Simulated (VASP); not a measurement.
**TiC: single point with PBEsol**

The system is TiC.

```
CELL_PARAMETERS angstrom
0.00000 1.96692 2.55700
1.96692 0.00000 2.55700
1.96692 1.96692 0.00000
ATOMIC_POSITIONS crystal
Ti 0.00000 0.00000 0.00000
C 0.50000 0.50000 0.50000
```

This cell differs from its parent crystal: ratio of the length along z to the lengths across it x 1.3, volume and fractional coordinates fixed.

```yaml
Program: VASP 6.6.1
Task: single point
Functional: PBEsol
Potentials_or_basis: VASP PAW PBE potentials, release 64 (Ti_sv, C)
Cutoff: 520 eV
k_mesh: 26 × 26 × 26
Occupations: gaussian, width 0.15 eV
Spin: no spin polarisation
Dipole_correction: no
Further_INCAR_settings: ALGO = Normal; EDIFF = 1e-06; NBANDS = 15
```

* Pressure: 33.1 GPa
* Band gap on the k mesh: zero (band 8 reaches 11.14 eV, above the bottom of band 9 at 8.83 eV)

Stress tensor (GPa, compression positive):
```
 66.72   0.00   0.00
  0.00  66.72   0.00
  0.00   0.00 -34.25
```

Levels at points of the mesh, in eV from the Fermi level:
```
           k point  band 6  band 7  band 8  band 9  band 10  band 11
(0.00, 0.00, 0.00)   -0.63   -0.27    0.85    1.58     1.58     2.11
(0.50, 0.00, 0.00)   -6.09   -3.82   -3.25    2.95     3.39     4.98
(0.50, 0.50, 0.00)   -4.88   -1.67    1.29    1.29     3.02     3.45
(0.50, 0.00, 0.50)   -2.34   -1.66   -0.35   -0.33     2.44     2.49
```

It took 3.9 min on 1 thread of AMD EPYC 9R45 96-Core Processor (Zen 5) (shared host), peak memory 0.46 GiB.

Caveat: the PAW data sets were made with another functional, which shifts forces and pressure a little.
